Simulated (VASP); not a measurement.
# Si16N (a cell with a defect) in VASP: further runs

Si16N (a cell with a defect) is run at these levels: PBE; tasks: single point.

Everything below comes from runs of VASP 6.6.1. Logs are shortened: lines on timing, memory, paths and dates and some standing lists are left out, and cuts for length are marked.

**1. The cell of the first run**

The cell holds a defect, 17 atoms: a = 7.679 Å, b = 7.679 Å, c = 7.679 Å, α = 60.00°, β = 60.00°, γ = 60.00°.

**2. Single point, PBE, collinear spin, ferromagnetic start**

Input file INCAR:

```
SYSTEM = Si16N
PREC = Accurate
ENCUT = 520
EDIFF = 1E-7
ISMEAR = -1
SIGMA = 0.02
LREAL = Auto
LASPH = .TRUE.
NELM = 150
ALGO = Normal
ISIF = 2
LWAVE = .FALSE.
LCHARG = .FALSE.
ISPIN = 2
MAGMOM = 0 0 0 0 0 0 0 0 0 0 0 0 0 0 0 0 1
LORBIT = 11
GGA = PE
NBANDS = 52
```

Input file KPOINTS:

```
regular mesh
0
G
  2 2 2
  0 0 0
```

Input file POSCAR:

```
Si16N
1.0
    0.0000000000      5.4300000000      5.4300000000
    5.4300000000      0.0000000000      5.4300000000
    5.4300000000      5.4300000000      0.0000000000
Si N
16 1
Direct
   -0.0157090239      0.0304788214      0.0030755064
    0.1257458564      0.1798158379      0.1086740331
    0.0644751381     -0.0165193370      0.4839779006
    0.1708103131      0.1191160221      0.6225414365
   -0.0611141805      0.5586279926     -0.0402486188
    0.1019244936      0.6662523020      0.1202117864
   -0.0597513812      0.4574677716      0.5024401473
    0.1356077348      0.5035082873      0.6264364641
    0.4940423573      0.0675782689     -0.0644659300
    0.6119613260      0.1669705341      0.1053314917
    0.5601012891      0.0366574586      0.4686095764
    0.6932504604      0.1826795580      0.5831215470
    0.4622559853      0.5377992634     -0.0048895028
    0.5785174954      0.6883701657      0.0917587477
    0.4766482505      0.5572559853      0.4541988950
    0.5973296501      0.6863535912      0.6140699816
    0.2169889503      0.7273572744      0.5103959484
```

Potentials or basis: VASP PAW PBE potentials, release 64 (Si, N).

Run with:

```sh
> cat potpaw_PBE.64/Si/POTCAR potpaw_PBE.64/N/POTCAR > POTCAR
> mpirun -np 1 vasp_std > vasp.out
```

OUTCAR:

```text
SYSTEM = Si16N
   PREC = Accurate
   ENCUT = 520
   EDIFF = 1E-7
   ISMEAR = -1
   LREAL = Auto
   LASPH = .TRUE.
   NELM = 150
   ISIF = 2
   ISPIN = 2
   LORBIT = 11
   GGA = PE

 ion  position               nearest neighbor table
   1  0.984  0.030  0.003-   6 2.28  10 2.34   4 2.42   2 2.49
   2  0.126  0.180  0.109-   9 2.34   3 2.41   5 2.44   1 2.49
   3  0.064  0.983  0.484-  17 1.68  12 2.38   4 2.39   2 2.41   8 3.10
   4  0.171  0.119  0.623-   7 2.32   3 2.39   1 2.42  11 2.46   8 2.84
   5  0.939  0.559  0.960-  14 2.26   8 2.36   2 2.44   6 2.71
   6  0.102  0.666  0.120-  13 2.26   1 2.28   7 2.52   5 2.71
   7  0.940  0.457  0.502-   4 2.32  16 2.32   8 2.36   6 2.52
   8  0.136  0.504  0.626-  17 1.77   7 2.36   5 2.36  15 2.42   4 2.84   3 3.10
   9  0.494  0.068  0.936-  12 2.29   2 2.34  14 2.39  10 2.44
  10  0.612  0.167  0.105-  13 2.33  11 2.33   1 2.34   9 2.44
  11  0.560  0.037  0.469-  16 2.26  10 2.33   4 2.46  12 2.47
  12  0.693  0.183  0.583-   9 2.29   3 2.38  15 2.46  11 2.47
  13  0.462  0.538  0.995-   6 2.26  14 2.29  10 2.33  16 2.40
  14  0.579  0.688  0.092-   5 2.26  15 2.28  13 2.29   9 2.39
  15  0.477  0.557  0.454-  17 1.72  14 2.28   8 2.42  12 2.46  16 2.57
  16  0.597  0.686  0.614-  11 2.26   7 2.32  13 2.40  15 2.57
  17  0.217  0.727  0.510-   3 1.68  15 1.72   8 1.77

  LATTYP: Found a face centered cubic cell.
 ALAT       =    10.8600000000

  Lattice vectors:

 A1 = (   0.0000000000,   5.4300000000,   5.4300000000)
 A2 = (   5.4300000000,   0.0000000000,   5.4300000000)
 A3 = (   5.4300000000,   5.4300000000,   0.0000000000)

Analysis of symmetry for initial positions (statically):
=====================================================================
 Subroutine PRICEL returns:
 Original cell was already a primitive cell.

 Routine SETGRP: Setting up the symmetry group for a
 face centered cubic supercell.

 Subroutine GETGRP returns: Found  1 space group operations
 (whereof  1 operations were pure point group operations)
 out of a pool of 48 trial point group operations.

The static configuration has the point symmetry C_1 .

Analysis of symmetry for dynamics (positions and initial velocities):
=====================================================================
 Subroutine PRICEL returns:
 Original cell was already a primitive cell.

 Routine SETGRP: Setting up the symmetry group for a
 face centered cubic supercell.

 Subroutine GETGRP returns: Found  1 space group operations
 (whereof  1 operations were pure point group operations)
 out of a pool of 48 trial point group operations.

The dynamic configuration has the point symmetry C_1 .

Analysis of structural, dynamic, and magnetic symmetry:
=====================================================================
 Subroutine PRICEL returns:
 Original cell was already a primitive cell.

 Routine SETGRP: Setting up the symmetry group for a
 face centered cubic supercell.

 Subroutine GETGRP returns: Found  1 space group operations
 (whereof  1 operations were pure point group operations)
 out of a pool of 48 trial point group operations.

The overall configuration has the point symmetry C_1 .

 Subroutine INISYM returns: Found  1 space group operations
 (whereof  1 operations are pure point group operations),
 and found     1 'primitive' translations

----------------------------------------------------------------------------------------

                                     Primitive cell

  volume of cell :     320.2060

  direct lattice vectors                    reciprocal lattice vectors
     0.000000000  5.430000000  5.430000000    -0.092081031  0.092081031  0.092081031
     5.430000000  0.000000000  5.430000000     0.092081031 -0.092081031  0.092081031
     5.430000000  5.430000000  0.000000000     0.092081031  0.092081031 -0.092081031

  length of vectors
     7.679179644  7.679179644  7.679179644     0.159489025  0.159489025  0.159489025

  position of ions in fractional coordinates (direct lattice)
     0.984290976  0.030478821  0.003075506
     0.125745856  0.179815838  0.108674033
     0.064475138  0.983480663  0.483977901
     0.170810313  0.119116022  0.622541437
     0.938885820  0.558627993  0.959751381
     0.101924494  0.666252302  0.120211786
[... 9 lines left out ...]
     0.597329650  0.686353591  0.614069982
     0.216988950  0.727357274  0.510395948

  ion indices of the primitive-cell ions
   primitive index   ion index
                 1           1
                 2           2
                 3           3
                 4           4
                 5           5
                 6           6
[... 9 lines left out ...]
                16          16
                17          17

----------------------------------------------------------------------------------------

 KPOINTS: regular mesh

Automatic generation of k-mesh.
 Grid dimensions read from file:
 generate k-points for:    2    2    2

 Generating k-lattice:
[... 70 lines left out ...]
   GGA     = PE    functional components
   LHFCALC =     F    Hartree Fock is set to
   AEXX    =    0.0000 exact exchange contribution
   IVDW    =     0    specifies the selected vdW correction
   LEPSILON=     F    determine dielectric tensor
   LRPA    =     F    only Hartree local field effects (RPA)
 spin polarized calculation
  energy-cutoff  :      520.00
  volume of cell :      320.21
 maximum number of plane-waves:      8646
 NGX is ok and might be reduce to    60
   NGX = 29   NGY = 29   NGZ = 29

 number of electron      69.0000000 magnetization       0.4199625

 Free energy of the ion-electron system (eV)
  ---------------------------------------------------
  ext. energy  EPLUGINS =         0.00000000
  ---------------------------------------------------
  free energy    TOTEN  =       -90.18626709 eV

  energy without entropy =      -90.17773706  energy(sigma->0) =      -90.18200208

 E-fermi :   6.0780     XC(G=0):  -9.5992

 val. band max:        6.0611506565   @ k =   0.0000   0.0000   0.5000
 cond. band min:       6.0887502675   @ k =   0.0000   0.5000   0.0000
 fundamental gap:      0.0275996110
 Fermi energy:         6.0779579939

 spin component 1

 k-point     1 :       0.0000    0.0000    0.0000
  band No.  band energies     occupation
      1     -10.9588      1.00000
      2      -5.7185      1.00000
      3      -4.2312      1.00000
      4      -3.7845      1.00000
      5      -3.4959      1.00000
      6      -3.3630      1.00000
[... 38 lines left out ...]
     45       8.4538      0.00000
     46       8.5516      0.00000
[... 301 lines left out ...]
      5      -4.1775      1.00000
      6      -3.7014      1.00000
[... 38 lines left out ...]
     45       9.9379      0.00000
     46      10.1101      0.00000
 Fermi energy:         6.0779579939

 spin component 2

 k-point     1 :       0.0000    0.0000    0.0000
  band No.  band energies     occupation
      1     -10.8966      1.00000
      2      -5.6992      1.00000
      3      -4.1911      1.00000
      4      -3.7613      1.00000
      5      -3.4691      1.00000
      6      -3.3337      1.00000
[... 38 lines left out ...]
     45       8.4711      0.00000
     46       8.5778      0.00000
[... 301 lines left out ...]
      5      -4.1515      1.00000
      6      -3.6840      1.00000
[... 38 lines left out ...]
     45       9.9568      0.00000
     46      10.1298      0.00000
 [bands above 46 left out]

------------------------ aborting loop because EDIFF is reached ----------------------------------------

  FORCE on cell =-STRESS in cart. coord.  units (eV):
  Direction    XX          YY          ZZ          XY          YZ          ZX
  --------------------------------------------------------------------------------------
  -------------------------------------------------------------------------------------
  Total        6.8079518      3.3152728      5.1922694     -6.5115476     -0.7937204     -3.1636188
  in kB       34.0641511     16.5882425     25.9799502    -32.5810681     -3.9714461    -15.8294291
  external PRESSURE =      25.5441146 kB  Pullay stress =       0.0000000 kB

 VOLUME and BASIS-vectors are now :
 -----------------------------------------------------------------------------
  energy-cutoff  :      520.00
  volume of cell :      320.21
      direct lattice vectors                 reciprocal lattice vectors
     0.000000000  5.430000000  5.430000000    -0.092081031  0.092081031  0.092081031
     5.430000000  0.000000000  5.430000000     0.092081031 -0.092081031  0.092081031
     5.430000000  5.430000000  0.000000000     0.092081031  0.092081031 -0.092081031

 POSITION                                       TOTAL-FORCE (eV/Angst)
 -----------------------------------------------------------------------------------
      0.18220      5.36140      5.51020         0.275508      0.143119      1.311020
      1.56650      1.27290      1.65920        -0.010990     -0.982899     -0.665277
      7.96830      2.97810      5.69040         1.277617     -0.472715      1.544770
      4.02720      4.30790      1.57430        -0.246268      0.355322     -0.290588
      8.24480     10.30960      8.13150        -0.275704      2.128466      0.613661
      4.27050      1.20620      4.17120        -0.340410     -0.766314     -2.376322
[... 9 lines left out ...]
      7.06130      6.57790      6.97040        -1.147627      0.196250     -1.367719
      6.72100      3.94970      5.12780        -0.277721     -0.918733     -1.194496
 -----------------------------------------------------------------------------------
    total drift:                                0.000270     -0.005124      0.000521

  FREE ENERGIE OF THE ION-ELECTRON SYSTEM (eV)
  ---------------------------------------------------
  free  energy   TOTEN  =       -90.1862670891 eV

  energy  without entropy=      -90.1777370609  energy(sigma->0) =      -90.18200208

 total charge

# of ion       s       p       d       tot
------------------------------------------
    1        0.747   0.920   0.000   1.668
    2        0.762   0.878   0.000   1.640
    3        0.752   0.920   0.000   1.672
    4        0.757   0.892   0.000   1.649
    5        0.777   0.874   0.000   1.652
    6        0.756   0.889   0.000   1.646
[... 9 lines left out ...]
   16        0.761   0.912   0.000   1.673
   17        1.262   2.654   0.000   3.916
--------------------------------------------------
tot         13.381  17.231   0.000  30.612

 magnetization (x)

# of ion       s       p       d       tot
------------------------------------------
    1       -0.000   0.002   0.000   0.002
    2        0.001   0.007   0.000   0.008
    3        0.001   0.009   0.000   0.010
    4        0.001   0.003   0.000   0.004
    5        0.000   0.010   0.000   0.011
    6        0.000   0.001   0.000   0.002
[... 9 lines left out ...]
   16        0.002   0.016   0.000   0.019
   17        0.003   0.036   0.000   0.038
--------------------------------------------------
tot          0.024   0.156   0.000   0.180
```

Wall time 12 min (1 thread of Intel Xeon 6975P-C, shared host); peak memory 0.72 GiB.

Results:

| Quantity | Value |
| --- | --- |
| Free energy | -90.1863 eV |
| Pressure | 2.6 GPa |
| Largest force | 2.520 eV/Å |
| Net moment | 0.42 μB per cell |
| Site moments | Si +0.00, +0.01, +0.03, +0.02; N +0.04 μB |
| Valence electrons inside the program's atomic spheres | Si 1.67, 1.64, 1.65, 1.69, 1.72, 1.74; N 3.92 |

Forces on the atoms (eV/Å):
```
Si   0.276  0.143  1.311
Si  -0.011 -0.983 -0.665
Si   1.278 -0.473  1.545
Si  -0.246  0.355 -0.291
Si  -0.276  2.128  0.614
Si  -0.340 -0.766 -2.376
Si  -0.257 -0.823  1.342
Si   0.623  0.222 -0.338
Si   0.806  1.017 -0.423
Si  -0.659 -0.182 -0.125
Si   1.225 -0.445  0.030
Si  -0.759 -0.776 -0.464
Si  -0.688 -0.268  0.545
Si   0.102 -0.157  0.657
Si   0.352  1.728  1.201
Si  -1.148  0.196 -1.368
N   -0.278 -0.919 -1.194
```

Levels at points of the mesh, in eV from the Fermi level:
Spin up:
| k point | band 31 | band 32 | band 33 | band 34 | band 35 | band 36 | band 37 | band 38 | band 39 | band 40 |
| --- | --- | --- | --- | --- | --- | --- | --- | --- | --- | --- |
| (0.00, 0.00, 0.00) | -0.77 | -0.59 | -0.52 | -0.36 | -0.12 | 0.39 | 0.62 | 0.65 | 0.76 | 1.01 |
| (0.50, 0.00, 0.00) | -1.08 | -0.91 | -0.57 | -0.44 | -0.05 | 0.83 | 1.11 | 1.28 | 1.59 | 1.66 |
| (0.00, 0.50, 0.00) | -1.08 | -0.94 | -0.59 | -0.20 | 0.01 | 0.69 | 1.04 | 1.32 | 1.35 | 1.68 |
| (0.00, 0.00, 0.50) | -1.08 | -0.99 | -0.69 | -0.49 | -0.02 | 0.98 | 1.13 | 1.18 | 1.40 | 1.53 |
| (0.50, 0.50, 0.50) | -1.41 | -1.18 | -0.81 | -0.51 | -0.21 | 0.58 | 0.83 | 1.20 | 1.29 | 1.50 |
| (0.50, 0.50, 0.00) | -1.39 | -1.20 | -1.17 | -0.37 | 0.35 | 0.81 | 1.27 | 1.74 | 1.91 | 2.08 |
| (0.00, 0.50, 0.50) | -1.35 | -1.11 | -0.98 | -0.85 | -0.09 | 1.16 | 1.44 | 1.74 | 1.97 | 2.15 |
| (0.50, 0.00, 0.50) | -1.36 | -1.16 | -1.16 | -0.67 | -0.02 | 1.20 | 1.36 | 1.95 | 2.00 | 2.24 |
Spin down:
```csv
k point,band 32,band 33,band 34,band 35,band 36,band 37
"(0.00, 0.00, 0.00)",-0.57,-0.46,-0.34,-0.08,0.41,0.65
"(0.50, 0.00, 0.00)",-0.87,-0.50,-0.41,0.04,0.86,1.13
"(0.00, 0.50, 0.00)",-0.91,-0.56,-0.16,0.10,0.73,1.06
"(0.00, 0.00, 0.50)",-0.98,-0.65,-0.42,0.04,1.01,1.15
"(0.50, 0.50, 0.50)",-1.16,-0.79,-0.48,-0.14,0.62,0.87
"(0.50, 0.50, 0.00)",-1.16,-1.14,-0.28,0.38,0.84,1.29
"(0.00, 0.50, 0.50)",-1.09,-0.94,-0.83,0.04,1.18,1.46
"(0.50, 0.00, 0.50)",-1.14,-1.12,-0.63,0.12,1.23,1.38
```

Caveat: the k points lie up to 0.50 Å⁻¹ apart.

**3. Single point, PBE, collinear spin, ferromagnetic start**

Input file INCAR:

```
SYSTEM = Si16N
  ALGO = Normal
  EDIFF = 1E-6
  ENCUT = 520
  GGA = PE
  ISIF = 2
  ISMEAR = -1
  ISPIN = 2
  LASPH = .TRUE.
  LCHARG = .FALSE.
  LORBIT = 11
  LREAL = Auto
  LWAVE = .FALSE.
  MAGMOM = 0 0 0 0 0 0 0 0 0 0 0 0 0 0 0 0 1
  NBANDS = 52
  NELM = 150
  PREC = Accurate
  SIGMA = 0.02
```

Input file KPOINTS:

```
k-points
0
G
  2 2 2
  0 0 0
```

Input file POSCAR:

```
Si16N
1.0
    0.0000000000      5.4300000000      5.4300000000
    5.4300000000      0.0000000000      5.4300000000
    5.4300000000      5.4300000000      0.0000000000
Si N
16 1
Direct
   -0.0068968692      0.0396961326     -0.0055340700
    0.1366206262      0.1616298343      0.1178176796
    0.0649263352     -0.0019060773      0.4863259669
    0.1656261510      0.1178545120      0.6282780847
   -0.0352946593      0.5442265193     -0.0302302026
    0.0740883978      0.6651749540      0.1247697974
   -0.0562615101      0.4693554328      0.5006813996
    0.1474861878      0.4929742173      0.6320165746
    0.4883701657      0.0574309392     -0.0680018416
    0.5930294659      0.1761233886      0.1173204420
    0.5471823204      0.0475138122      0.4804051565
    0.6952946593      0.1746685083      0.5666206262
    0.4471639042      0.5441436464     -0.0021178637
    0.5841620626      0.6891712707      0.0761878453
    0.4995580110      0.5623941068      0.4431123389
    0.5924401473      0.6775598527      0.6261602210
    0.2141344383      0.7361786372      0.4723112339
```

Potentials or basis: VASP PAW PBE potentials, release 64 (Si, N).

Run with:

```sh
> cat potpaw_PBE.64/Si/POTCAR potpaw_PBE.64/N/POTCAR > POTCAR
> mpirun -np 1 vasp_std > vasp.out
```

Wall time 11 min (1 thread of Intel Xeon 6975P-C, shared host); peak memory 0.72 GiB.

It converged, with:

```
Free energy                                           : -90.8183 eV
Pressure                                              : 1.2 GPa
Largest force                                         : 1.923 eV/Å
Net moment                                            : 0.00 μB per cell
Valence electrons inside the program's atomic spheres : Si 1.65, 1.68, 1.67, 1.66, 1.69, 1.62, 1.72, 1.71, 1.59; N 3.78
```

Forces on the atoms (eV/Å):
```
Si   1.034  0.108 -0.729
Si   0.570 -1.750 -0.463
Si  -1.319  0.209 -0.056
Si   0.138  0.321  0.474
Si  -0.186  0.583 -0.410
Si  -0.308 -0.241 -0.158
Si  -0.213 -0.221  0.605
Si   1.177 -0.325  1.164
Si   0.528  1.327  1.288
Si  -1.702  0.183  0.280
Si  -0.507 -0.812 -1.269
Si   0.959 -0.127 -0.301
Si  -0.152 -0.268 -0.261
Si  -0.378  1.012  0.669
Si   1.406 -0.045  0.301
Si  -0.692 -0.537 -0.231
N   -0.354  0.583 -0.904
```

Stress tensor (GPa, compression positive):
```
 1.15  0.25 -0.60
 0.25  0.28  0.13
-0.60  0.13  2.13
```

Levels at points of the mesh, in eV from the Fermi level:
Spin up:
| k point | band 30 | band 31 | band 32 | band 33 | band 34 | band 35 | band 36 | band 37 | band 38 | band 39 |
| --- | --- | --- | --- | --- | --- | --- | --- | --- | --- | --- |
| (0.00, 0.00, 0.00) | -1.01 | -0.90 | -0.62 | -0.41 | -0.28 | -0.19 | 0.18 | 0.59 | 0.62 | 0.83 |
| (0.50, 0.00, 0.00) | -1.37 | -1.02 | -0.94 | -0.83 | -0.22 | -0.05 | 0.82 | 1.00 | 1.16 | 1.56 |
| (0.00, 0.50, 0.00) | -1.40 | -1.05 | -0.83 | -0.71 | -0.36 | 0.04 | 0.76 | 1.02 | 1.25 | 1.44 |
| (0.00, 0.00, 0.50) | -1.48 | -1.28 | -0.75 | -0.69 | -0.55 | -0.07 | 1.07 | 1.21 | 1.27 | 1.52 |
| (0.50, 0.50, 0.50) | -1.47 | -1.38 | -1.08 | -0.66 | -0.45 | -0.21 | 0.68 | 1.02 | 1.25 | 1.36 |
| (0.50, 0.50, 0.00) | -1.48 | -1.38 | -1.26 | -1.08 | -0.46 | 0.32 | 0.85 | 1.30 | 1.77 | 1.96 |
| (0.00, 0.50, 0.50) | -1.64 | -1.51 | -1.07 | -0.83 | -0.81 | 0.17 | 1.23 | 1.47 | 1.76 | 1.91 |
| (0.50, 0.00, 0.50) | -1.67 | -1.43 | -1.19 | -0.97 | -0.62 | 0.20 | 1.28 | 1.35 | 1.94 | 2.09 |
Spin down:
```csv
k point,band 31,band 32,band 33,band 34,band 35,band 36,band 37,band 38
"(0.00, 0.00, 0.00)",-0.90,-0.62,-0.41,-0.28,-0.19,0.18,0.59,0.62
"(0.50, 0.00, 0.00)",-1.02,-0.94,-0.83,-0.22,-0.05,0.82,1.00,1.16
"(0.00, 0.50, 0.00)",-1.05,-0.83,-0.71,-0.36,0.04,0.76,1.02,1.25
"(0.00, 0.00, 0.50)",-1.28,-0.75,-0.69,-0.55,-0.07,1.07,1.21,1.27
"(0.50, 0.50, 0.50)",-1.38,-1.08,-0.66,-0.45,-0.21,0.68,1.02,1.25
"(0.50, 0.50, 0.00)",-1.38,-1.26,-1.08,-0.46,0.32,0.85,1.30,1.77
"(0.00, 0.50, 0.50)",-1.51,-1.07,-0.83,-0.81,0.17,1.23,1.47,1.76
"(0.50, 0.00, 0.50)",-1.43,-1.19,-0.97,-0.62,0.20,1.28,1.35,1.94
```

Caveat: the k points lie up to 0.50 Å⁻¹ apart.
